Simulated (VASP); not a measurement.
# SiNi3 in VASP: single point with PBE+D3(BJ)

Aim: the single point of SiNi3 with PBE+D3(BJ).

Everything below comes from runs of VASP 6.6.1. Logs are shortened: lines on timing, memory, paths and dates and some standing lists are left out, and cuts for length are marked.

### Step 1. The cell of the first run

The cell holds a slab with vacuum, 16 atoms: a = 4.901 Å, b = 4.901 Å, c = 23.003 Å, α = 90.00°, β = 90.00°, γ = 120.00°.

### Step 2. Single point, PBE+D3(BJ)

Input file INCAR:

```
PREC     = Accurate       # precision mode
ENCUT    = 520            # plane-wave cutoff, eV
EDIFF    = 1E-6           # SCF threshold, eV
ISMEAR   = 0              # smearing method
SIGMA    = 0.1            # smearing width, eV
LREAL    = Auto         
LASPH    = T              # aspherical terms in the spheres
NELM     = 60             # most SCF steps
ALGO     = Fast           # electronic algorithm
ISIF     = 2              # what is computed and relaxed
LWAVE    = F              # write WAVECAR
LCHARG   = F              # write CHGCAR
LDIPOL   = T            
IDIPOL   = 3            
DIPOL    = 0.5 0.5 0.500
GGA      = PE             # functional
IVDW     = 12             # dispersion correction
NBANDS   = 82             # bands
```

Input file KPOINTS:

```
regular mesh
0
Gamma
  6 6 1
```

Input file POSCAR:

```
SiNi3
1.0
    4.9012370355      0.0000000000      0.0000000000
   -2.4506185178      4.2445957827      0.0000000000
    0.0000000000      0.0000000000     23.0027649227
Si Ni
4 12
Direct
    0.6666666667      0.3333333333      0.3695207958
    0.3333333333      0.6666666667      0.4565069319
    0.0000000000      0.0000000000      0.5444319193
    0.6666666667      0.3333333333      0.6305562982
    0.1666666667      0.8333333333      0.3695207958
    0.1666666667      0.3333333333      0.3695207958
    0.6666666667      0.8333333333      0.3695207958
    0.8333333333      0.1666666667      0.4565069319
    0.8333333333      0.6666666667      0.4565069319
    0.3333333333      0.1666666667      0.4565069319
    0.4995199020      0.5004800980      0.5435499091
    0.4995199020     -0.0009601960      0.5435499091
    0.0009601960      0.5004800980      0.5435499091
    0.1651075523      0.8348924477      0.6309172813
    0.1651075523      0.3302151046      0.6309172813
    0.6697848954      0.8348924477      0.6309172813
```

Potentials or basis: VASP PAW PBE potentials, release 64 (Si, Ni).

The run is started by

```
$ cat potpaw_PBE.64/Si/POTCAR potpaw_PBE.64/Ni/POTCAR > POTCAR
$ mpirun -np 1 vasp_std > vasp.out
```

OUTCAR:

```text
PREC = Accurate
   ENCUT = 520
   EDIFF = 1E-6
   ISMEAR = 0
   LREAL = Auto
   LASPH = T
   NELM = 60
   ISIF = 2
   GGA = PE
   IVDW = 12
 IVDW          = 12

 ion  position               nearest neighbor table
   1  0.667  0.333  0.370-   8 2.45  10 2.45   9 2.45   5 2.45   5 2.45   6 2.45   6 2.45   7 2.45
                             7 2.45
   2  0.333  0.667  0.457-  13 2.45  12 2.45  11 2.45   5 2.45   7 2.45   6 2.45   8 2.45   8 2.45
                             9 2.45   9 2.45  10 2.45  10 2.45
   3  0.000  0.000  0.544-  16 2.43  15 2.43  14 2.43  11 2.45  11 2.45  12 2.45  12 2.45  13 2.45
                            13 2.45  10 2.47   9 2.47   8 2.47
   4  0.667  0.333  0.631-  15 2.45  16 2.45  14 2.45  14 2.45  15 2.45  16 2.45  13 2.45  12 2.45
                            11 2.45
   5  0.167  0.833  0.370-   2 2.45   9 2.45  10 2.45   1 2.45   1 2.45   7 2.45   7 2.45   6 2.45
                             6 2.45
   6  0.167  0.333  0.370-  10 2.45   8 2.45   2 2.45   7 2.45   7 2.45   1 2.45   1 2.45   5 2.45
                             5 2.45
   7  0.667  0.833  0.370-   9 2.45   2 2.45   8 2.45   6 2.45   6 2.45   5 2.45   5 2.45   1 2.45
                             1 2.45
   8  0.833  0.167  0.457-   1 2.45   6 2.45   7 2.45   2 2.45   2 2.45  10 2.45  10 2.45   9 2.45
                             9 2.45  12 2.45  13 2.45   3 2.47
   9  0.833  0.667  0.457-   7 2.45   5 2.45   1 2.45  10 2.45  10 2.45   2 2.45   2 2.45   8 2.45
                             8 2.45  11 2.45  13 2.45   3 2.47
  10  0.333  0.167  0.457-   6 2.45   1 2.45   5 2.45   9 2.45   9 2.45   8 2.45   8 2.45   2 2.45
                             2 2.45  11 2.45  12 2.45   3 2.47
  11  0.500  0.500  0.544-  13 2.44  12 2.44   2 2.45   3 2.45   3 2.45   9 2.45  10 2.45   4 2.45
                            13 2.46  12 2.46  15 2.46  16 2.46
  12  0.500  0.999  0.544-  13 2.44  11 2.44   2 2.45   3 2.45   3 2.45   8 2.45  10 2.45   4 2.45
                            13 2.46  11 2.46  14 2.46  16 2.46
  13  0.001  0.500  0.544-  12 2.44  11 2.44   2 2.45   3 2.45   3 2.45   8 2.45   9 2.45   4 2.45
                            12 2.46  11 2.46  14 2.46  15 2.46
  14  0.165  0.835  0.631-  16 2.43  15 2.43   3 2.43   4 2.45   4 2.45  12 2.46  13 2.46  16 2.47
                            15 2.47
  15  0.165  0.330  0.631-  16 2.43  14 2.43   3 2.43   4 2.45   4 2.45  11 2.46  13 2.46  16 2.47
                            14 2.47
  16  0.670  0.835  0.631-  15 2.43  14 2.43   3 2.43   4 2.45   4 2.45  11 2.46  12 2.46  15 2.47
                            14 2.47

  LATTYP: Found a hexagonal cell.
 ALAT       =     4.9012370355
 C/A-ratio  =     4.6932569790

  Lattice vectors:

 A1 = (   4.9012370355,   0.0000000000,   0.0000000000)
 A2 = (  -2.4506185178,   4.2445957827,   0.0000000000)
 A3 = (   0.0000000000,   0.0000000000,  23.0027649227)

Analysis of symmetry for initial positions (statically):
=====================================================================
 Subroutine PRICEL returns:
[... 156 lines left out ...]
  Thomas-Fermi vector in A             =   2.212216
   LORBIT       =      0    0 simple, 1 ext, 2 COOP (PROOUT), +10 PAW based schemes
   GGA     = PE    functional components
   LHFCALC =     F    Hartree Fock is set to
   AEXX    =    0.0000 exact exchange contribution
   IVDW    =    12    specifies the selected vdW correction
   LEPSILON=     F    determine dielectric tensor
   LRPA    =     F    only Hartree local field effects (RPA)
 non-spin polarized calculation
 RMM-DIIS sequential band-by-band and
 Gauss-broadening in eV      SIGMA  =   0.10
  energy-cutoff  :      520.00
  volume of cell :      478.54
 maximum number of plane-waves:     12930
   NGX = 19   NGY = 19   NGZ = 85

 dipolmoment           0.000000      0.000000     -0.019374 electrons x Angstroem

 number of electron     135.9999934 magnetization

 dipolmoment           0.000000      0.000000      0.002278 electrons x Angstroem

 Free energy of the ion-electron system (eV)
  ---------------------------------------------------
  ext. energy  EPLUGINS =         0.00000000
  ---------------------------------------------------
  free energy    TOTEN  =       -89.85106080 eV

  energy without entropy =      -89.75948587  energy(sigma->0) =      -89.80527333

 E-fermi :   0.6799     XC(G=0):  -5.4852

 val. band max:        0.6762209487   @ k =   0.3333  -0.0000   0.0000
 cond. band min:       0.6803532731   @ k =   0.1667   0.1667   0.0000
 fundamental gap:      0.0041323244
 Fermi energy:         0.6798786748

 k-point     1 :       0.0000    0.0000    0.0000
  band No.  band energies     occupation
      1     -11.0168      2.00000
      2      -9.7056      2.00000
      3      -8.0563      2.00000
      4      -7.4715      2.00000
      5      -4.6517      2.00000
      6      -4.3036      2.00000
[... 570 lines left out ...]
     79       4.1611      0.00000
     80       4.1697      0.00000
 [bands above 80 left out]

------------------------ aborting loop because EDIFF is reached ----------------------------------------

 vacuum level on the upper side and lower side of the slab       (xc-potential included)        -0.080        -0.098

 Edisp (eV)   -5.95912

 E8    (eV) :    -2.6443

  FORCE on cell =-STRESS in cart. coord.  units (eV):
  Direction    XX          YY          ZZ          XY          YZ          ZX
  --------------------------------------------------------------------------------------
  -------------------------------------------------------------------------------------
  Total      -6.44748    -6.44748     0.02823     0.00000     0.00000    -0.00000
  in kB     -21.58631   -21.58631     0.09452     0.00000     0.00000    -0.00000
  external pressure =      -14.36 kB  Pullay stress =        0.00 kB

 VOLUME and BASIS-vectors are now :
 -----------------------------------------------------------------------------
  energy-cutoff  :      520.00
  volume of cell :      478.54
      direct lattice vectors                 reciprocal lattice vectors
     4.901237036  0.000000000  0.000000000     0.204030124  0.117796847  0.000000000
    -2.450618518  4.244595783  0.000000000     0.000000000  0.235593694  0.000000000
     0.000000000  0.000000000 23.002764923     0.000000000  0.000000000  0.043473035

 POSITION                                       TOTAL-FORCE (eV/Angst)
 -----------------------------------------------------------------------------------
      2.45062      1.41487      8.50000        -0.000000      0.000000      0.074698
     -0.00000      2.82973     10.50092        -0.000000      0.000000     -0.131811
      0.00000      0.00000     12.52344        -0.000000      0.000000     -0.016013
      2.45062      1.41487     14.50454        -0.000000      0.000000     -0.042731
     -1.22531      3.53716      8.50000         0.217628     -0.125648     -0.042124
      0.00000      1.41487      8.50000        -0.000000      0.251296     -0.042124
[... 8 lines left out ...]
     -0.00000      1.40163     14.51284        -0.000000      0.011148      0.012415
      1.23677      3.54378     14.51284        -0.009655     -0.005574      0.012415
 -----------------------------------------------------------------------------------
    total drift:                               -0.000000     -0.000001      0.001522

  FREE ENERGIE OF THE ION-ELECTRON SYSTEM (eV)
  ---------------------------------------------------
  free  energy   TOTEN  =       -95.8101791354 eV

  energy  without entropy=      -95.7186042059  energy(sigma->0) =      -95.76439167

 vacuum level on the upper side and lower side of the slab         5.605         5.588
```

OSZICAR:

```text
N       E                     dE             d eps       ncg     rms          rms(c)
DAV:   1     0.104562712168E+04    0.10456E+04   -0.58890E+04  1148   0.168E+03
DAV:   2     0.156581363795E+00   -0.10455E+04   -0.10079E+04  1158   0.387E+02
DAV:   3    -0.100115767626E+03   -0.10027E+03   -0.95745E+02  1246   0.167E+02
DAV:   4    -0.104291853405E+03   -0.41761E+01   -0.41073E+01  1270   0.331E+01
[... 23 lines left out ...]
RMM:  28    -0.898510500809E+02   -0.17093E-04   -0.96779E-07   757   0.315E-03    0.617E-04
RMM:  29    -0.898510558251E+02   -0.57442E-05   -0.35552E-07   697   0.220E-03    0.466E-04
RMM:  30    -0.898510583589E+02   -0.25338E-05   -0.19140E-07   668   0.196E-03    0.489E-04
RMM:  31    -0.898510603543E+02   -0.19954E-05   -0.17693E-07   654   0.157E-03    0.279E-04
RMM:  32    -0.898510607955E+02   -0.44118E-06   -0.64302E-08   462   0.113E-03
   1 F= -.95810179E+02 E0= -.95764392E+02  d E =-.915749E-01
```

stdout:

```text
POSCAR found type information on POSCAR SiNi
 POSCAR found :  2 types and      16 ions
 scaLAPACK will be used
 LDA part: xc-table for (Slater+PW92), standard interpolation
 POSCAR, INCAR and KPOINTS ok, starting setup
 FFT: planning ... GRIDC
 FFT: planning ... GRID_SOFT
 FFT: planning ... GRID
 WAVECAR not read
 entering main loop
```

Run time: 8.4 min. Hardware: 1 thread of Intel Xeon Platinum 8488C (Sapphire Rapids), shared host; peak memory 0.59 GiB.

Results:

```yaml
Free_energy: -95.8102 eV
Largest_force: 0.255 eV/Å
Band_gap_on_the_k_mesh: zero (bands 68 and 69 overlap by 0.17 eV)
Dispersion_energy_per_atom: -0.372 eV
```

Forces on the atoms (eV/Å):
```
Si   0.000  0.000  0.075
Si   0.000  0.000 -0.132
Si   0.000  0.000 -0.016
Si   0.000  0.000 -0.043
Ni   0.218 -0.126 -0.042
Ni   0.000  0.251 -0.042
Ni  -0.218 -0.126 -0.042
Ni   0.073 -0.042  0.065
Ni   0.000  0.084  0.065
Ni  -0.073 -0.042  0.065
Ni   0.005 -0.003  0.003
Ni   0.000  0.005  0.003
Ni  -0.005 -0.003  0.003
Ni   0.010 -0.006  0.012
Ni   0.000  0.011  0.012
Ni  -0.010 -0.006  0.012
```

Levels at points of the mesh, in eV from the Fermi level:
| k point | band 64 | band 65 | band 66 | band 67 | band 68 | band 69 | band 70 | band 71 | band 72 | band 73 |
| --- | --- | --- | --- | --- | --- | --- | --- | --- | --- | --- |
| (0.00, 0.00, 0.00) | -0.14 | -0.05 | -0.05 | -0.03 | 0.08 | 0.08 | 0.12 | 0.14 | 0.57 | 0.59 |
| (0.50, 0.00, 0.00) | -0.48 | -0.29 | -0.12 | -0.12 | -0.01 | 0.32 | 0.74 | 0.82 | 0.86 | 1.12 |

Spin polarisation is off, so any magnetic state and its effect on volume and gap are missing.
